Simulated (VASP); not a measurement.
# ZnSe (ke600) (F-43m) in VASP: further runs, part 2 of 2

VASP 6.6.1.

**3. Single point, LDA**

This run uses another cell than the first one, of 21.57 Å³/atom, 0.949 times its volume.

Contents of INCAR:

```
SYSTEM = ZnSe
PREC     = Accurate       ! precision mode
ENCUT    = 520            ! plane-wave cutoff, eV
EDIFF    = 1E-6           ! SCF threshold, eV
ISMEAR   = 0              ! smearing method
SIGMA    = 0.02           ! smearing width, eV
LREAL    = .False.        ! projectors in reciprocal space
LASPH    = .True.         ! aspherical terms in the spheres
NELM     = 100            ! most SCF steps
ALGO     = Normal         ! electronic algorithm
ISIF     = 2              ! what is computed and relaxed
LWAVE    = .False.        ! write WAVECAR
LCHARG   = .True.         ! write CHGCAR
GGA      = CA             ! functional
LELF     = .True.         ! ELF
LVHAR    = .True.       
NBANDS   = 16             ! bands
```

Contents of KPOINTS:

```
Automatic mesh
0
Gamma
  8 8 8
  0 0 0
```

Contents of POSCAR:

```
ZnSe
1.0
    0.0000000000      2.7835738992      2.7835738992
    2.7835738992      0.0000000000      2.7835738992
    2.7835738992      2.7835738992      0.0000000000
Zn Se
1 1
Direct
    0.0000000000      0.0000000000      0.0000000000
    0.2500000000      0.2500000000      0.2500000000
```

Potentials or basis: VASP PAW LDA potentials, release 64 (Zn, Se).

Launch:

```
$ cat potpaw_LDA.64/Zn/POTCAR potpaw_LDA.64/Se/POTCAR > POTCAR
$ mpirun -np 1 vasp_std > vasp.out
```

OUTCAR:

```text
SYSTEM = ZnSe
   PREC = Accurate
   ENCUT = 520
   EDIFF = 1E-6
   ISMEAR = 0
   LREAL = .False.
   LASPH = .True.
   NELM = 100
   ISIF = 2
   GGA = CA

 ion  position               nearest neighbor table
   1  0.000  0.000  0.000-   2 2.41   2 2.41   2 2.41   2 2.41
   2  0.250  0.250  0.250-   1 2.41   1 2.41   1 2.41   1 2.41

  LATTYP: Found a face centered cubic cell.
 ALAT       =     5.5671477984

  Lattice vectors:

 A1 = (   0.0000000000,   2.7835738992,   2.7835738992)
 A2 = (   2.7835738992,   0.0000000000,   2.7835738992)
 A3 = (   2.7835738992,   2.7835738992,   0.0000000000)

Analysis of symmetry for initial positions (statically):
=====================================================================
 Subroutine PRICEL returns:
 Original cell was already a primitive cell.

 Routine SETGRP: Setting up the symmetry group for a
 face centered cubic supercell.

 Subroutine GETGRP returns: Found 24 space group operations
 (whereof 24 operations were pure point group operations)
 out of a pool of 48 trial point group operations.

The static configuration has the point symmetry T_d .

Analysis of symmetry for dynamics (positions and initial velocities):
=====================================================================
 Subroutine PRICEL returns:
 Original cell was already a primitive cell.

 Routine SETGRP: Setting up the symmetry group for a
 face centered cubic supercell.

 Subroutine GETGRP returns: Found 24 space group operations
 (whereof 24 operations were pure point group operations)
 out of a pool of 48 trial point group operations.

The dynamic configuration has the point symmetry T_d .

 Subroutine INISYM returns: Found 24 space group operations
 (whereof 24 operations are pure point group operations),
 and found     1 'primitive' translations

----------------------------------------------------------------------------------------

[... 111 lines left out ...]
     AMIX     =   0.40;   BMIX     =  1.00
     AMIX_MAG =   1.60;   BMIX_MAG =  1.00
  volume/ion in A,a.u.               =      21.57       145.55
  Fermi-wavevector in a.u.,A,eV,Ry     =   1.223356  2.311808 20.362483  1.496600
  Thomas-Fermi vector in A             =   2.358470
   LORBIT       =      0    0 simple, 1 ext, 2 COOP (PROOUT), +10 PAW based schemes
   GGA     = CA    functional components
   LHFCALC =     F    Hartree Fock is set to
   AEXX    =    0.0000 exact exchange contribution
   IVDW    =     0    specifies the selected vdW correction
   LEPSILON=     F    determine dielectric tensor
   LRPA    =     F    only Hartree local field effects (RPA)
 non-spin polarized calculation
 Gauss-broadening in eV      SIGMA  =   0.02
  energy-cutoff  :      520.00
  volume of cell :       43.14
 maximum number of plane-waves:      1211
 NGX is ok and might be reduce to    30
   NGX = 15   NGY = 15   NGZ = 15

 number of electron      17.9999987 magnetization

 Free energy of the ion-electron system (eV)
  ---------------------------------------------------
  ext. energy  EPLUGINS =         0.00000000
  ---------------------------------------------------
  free energy    TOTEN  =        -7.37170115 eV

  energy without entropy =       -7.37170115  energy(sigma->0) =       -7.37170115

 E-fermi :   2.1103     XC(G=0):  -9.9389

 val. band max:        1.9938969978   @ k =   0.0000   0.0000   0.0000
 cond. band min:       3.2845309446   @ k =   0.0000   0.0000   0.0000
 fundamental gap:      1.2906339468
 Fermi energy:         2.1102618414

 k-point     1 :       0.0000    0.0000    0.0000
  band No.  band energies     occupation
      1     -11.6543      2.00000
      2      -4.8927      2.00000
      3      -4.8927      2.00000
      4      -4.8927      2.00000
      5      -4.4839      2.00000
      6      -4.4839      2.00000
[... 433 lines left out ...]
      3      -4.7385      2.00000
      4      -4.5249      2.00000
      5      -4.4768      2.00000
      6      -4.2447      2.00000
[... 8 lines left out ...]
     15      14.7930      0.00000
     16      15.6742      0.00000

 [... further k-points ...]

------------------------ aborting loop because EDIFF is reached ----------------------------------------

  FORCE on cell =-STRESS in cart. coord.  units (eV):
  Direction    XX          YY          ZZ          XY          YZ          ZX
  --------------------------------------------------------------------------------------
  -------------------------------------------------------------------------------------
  Total        0.1030940      0.1030940      0.1030940      0.0000000     -0.0000000     -0.0000000
  in kB        3.8291799      3.8291799      3.8291799      0.0000000     -0.0000000     -0.0000000
  external PRESSURE =       3.8291799 kB  Pullay stress =       0.0000000 kB

 VOLUME and BASIS-vectors are now :
 -----------------------------------------------------------------------------
  energy-cutoff  :      520.00
  volume of cell :       43.14
      direct lattice vectors                 reciprocal lattice vectors
     0.000000000  2.783573899  2.783573899    -0.179625193  0.179625193  0.179625193
     2.783573899  0.000000000  2.783573899     0.179625193 -0.179625193  0.179625193
     2.783573899  2.783573899  0.000000000     0.179625193  0.179625193 -0.179625193

 POSITION                                       TOTAL-FORCE (eV/Angst)
 -----------------------------------------------------------------------------------
      0.00000      0.00000      0.00000        -0.000000     -0.000000      0.000000
      1.39179      1.39179      1.39179         0.000000      0.000000     -0.000000
 -----------------------------------------------------------------------------------
    total drift:                               -0.000000     -0.000000      0.000000

  FREE ENERGIE OF THE ION-ELECTRON SYSTEM (eV)
  ---------------------------------------------------
  free  energy   TOTEN  =        -7.3717011483 eV

  energy  without entropy=       -7.3717011483  energy(sigma->0) =       -7.37170115
```

stdout:

```text
POSCAR found type information on POSCAR ZnSe
 POSCAR found :  2 types and       2 ions
 scaLAPACK will be used
 LDA part: xc-table for (Slater(with rela. corr.)+CA(PZ))
 , standard interpolation
 POSCAR, INCAR and KPOINTS ok, starting setup
 FFT: planning ... GRIDC
 FFT: planning ... GRID_SOFT
 FFT: planning ... GRID
 WAVECAR not read
 entering main loop
```

Wall time 27 s (1 thread of AMD EPYC 7R43 (Zen 3), shared host); peak memory 0.12 GiB.

Results:

```
Free energy            : -7.3717 eV
Pressure               : 0.4 GPa
Band gap on the k mesh : 1.29 eV, direct
```

As with any semilocal functional, this LDA gap is likely too small.
